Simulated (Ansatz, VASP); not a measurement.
InAs: VASP beside Ansatz

```xyz
2
Lattice="0.0000 2.8743 2.8743 2.8743 0.0000 2.8743 2.8743 2.8743 0.0000" Properties=species:S:1:pos:R:3 pbc="T T T"
In    0.0000    0.0000    0.0000
As    2.8743    2.8743    2.8743
```

Alike in both runs: task single point; functional PBE; k mesh 10 × 10 × 10; occupations fermi-dirac, width 0.05 eV; non-collinear spin, spin-orbit coupling.

```csv
,VASP,Ansatz
version,VASP 6.6.1,Ansatz 0.2.0
potentials or method,"VASP PAW PBE potentials, release 64 (In_d, As), cutoff 520 eV",all-electron LAPW
```

```tsv
	VASP	Ansatz	Ansatz less VASP
pressure (GPa)	0.0	0.0	-0.06
```

Ansatz ran all-electron here, and VASP with PAW potentials.
